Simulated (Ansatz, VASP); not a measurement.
## GaN in VASP and in Ansatz

POSCAR

```
GaN
1.0
    3.1830984305      0.0000000000      0.0000000000
   -1.5915492153      2.7566441036      0.0000000000
    0.0000000000      0.0000000000      5.1835962350
Ga N
2 2
Direct
    0.3333333333      0.6666666667     -0.0008898957
    0.6666666667      0.3333333333      0.4991101043
    0.3333333333      0.6666666667      0.3758898957
    0.6666666667      0.3333333333      0.8758898957
```

The input INCAR.step1:

```
SYSTEM = GaN
PREC = Accurate ; ENCUT = 520
ISMEAR = 0 ; SIGMA = 0.02
LREAL = .FALSE. ; LASPH = .TRUE.
NELM = 60 ; NBANDS = 26
GGA = PE ; ALGO = Normal
EDIFF = 1E-4 ; LWAVE = .TRUE.
LCHARG = .FALSE.
```

File INCAR.step2:

```
SYSTEM = GaN
PREC = Accurate ; ENCUT = 520
EDIFF = 1E-7 ; ISMEAR = 0
SIGMA = 0.02 ; LREAL = .FALSE.
LASPH = .TRUE. ; NELM = 60
ALGO = Normal ; ISIF = 2
LWAVE = .FALSE. ; LCHARG = .FALSE.
METAGGA = R2SCAN ; LMIXTAU = .TRUE.
NBANDS = 26 ; ISTART = 1
```

KPOINTS

```
regular mesh
0
G
  12 12 6
  0 0 0
```

Input for Ansatz:

```yaml
crystal:
  lattice:
    - [3.1830984305, 0.0, 0.0]
    - [-1.5915492153, 2.7566441035, 0.0]
    - [0.0, 0.0, 5.183596241]
  atoms:
    - { symbol: Ga, position: [0.3333333333, 0.6666666667, -0.0008898953] }
    - { symbol: Ga, position: [0.6666666667, 0.3333333333, 0.4991101047] }
    - { symbol: "N", position: [0.3333333333, 0.6666666667, 0.3758898953] }
    - { symbol: "N", position: [0.6666666667, 0.3333333333, 0.8758898953] }
basis:
  ecutwfc: 500
kpoints:
  mp_grid: { grid: [12, 12, 6] }
  band_path: { path: [VBM, CBM], npoints: 2 }
hamiltonian:
  xc: r2scan
scf:
  occupations: { method: gaussian, width: 0.02 }
output:
  forces: true
  stress: true
  eigenvalues: true
```

Alike in both runs: task single point; functional r2SCAN; k mesh 12 × 12 × 6; occupations gaussian, width 0.02 eV; no spin polarisation.

```csv
,VASP,Ansatz
version,VASP 6.6.1,Ansatz 0.2.0
potentials or method,"VASP PAW PBE potentials, release 64 (Ga_d, N), cutoff 520 eV","scalar-relativistic, plane waves, PAW"
valence electrons in the cell,36,36
```

VASP gave:

```
gap on the k mesh at the Fermi level (eV)                     : 2.34
least direct gap on the mesh (eV)                             : 2.34
pressure (GPa)                                                : 1.1
traceless stress, the component that is largest in VASP (GPa) : -0.09
rms of the force components (eV/Å)                            : 0.003
```

Question: Which values does Ansatz return?

Answer: gap on the k mesh at the Fermi level (eV): 2.35; least direct gap on the mesh (eV): 2.35; pressure (GPa): 0.0; traceless stress, the component that is largest in VASP (GPa): 0.00; rms of the force components (eV/Å): 0.000.

VASP's potentials were made for PBE, not for r2SCAN. Atom by atom the forces differ by 0.003 eV/Å (rms over components).
